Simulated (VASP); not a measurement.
Ge, 2 atoms in the cell. The structure is orthorhombic, space group Cmcm (No. 63). Conventional cell: a = 2.976 Å, b = 5.189 Å, c = 4.728 Å, α = 90.00°, β = 90.00°, γ = 90.00°. Ge (site symmetry m2m) has 12 Ge at 2.92 to 2.99 Å within 3.9 Å. 

```yaml
Program: VASP 6.6.1
Task: single point
Functional: r2SCAN
Potentials_or_basis: VASP PAW PBE potentials, release 64 (Ge_d)
Cutoff: 520 eV
k_mesh: 9 × 9 × 5
Occupations: methfessel-paxton, width 0.1 eV
Spin: no spin polarisation
Dipole_correction: no
Further_INCAR_settings: ALGO = Normal; EDIFF = 1e-06; NBANDS = 21
```

Potentials or basis: VASP PAW PBE potentials, release 64 (Ge_d).

Launch:

```console
$ cat potpaw_PBE.64/Ge_d/POTCAR > POTCAR
$ cp INCAR.step1 INCAR
$ mpirun -np 1 vasp_std > vasp.out
$ cp INCAR.step2 INCAR
$ mpirun -np 1 vasp_std > vasp.out
```

Hardware: 1 thread of Intel Xeon 6975P-C, on a shared host.

Problem. Estimate the wall time of this run.

Solution. It took 110 s on 1 thread of Intel Xeon 6975P-C, with other jobs on the host, peak memory 0.19 GiB. Counts: k points 75.
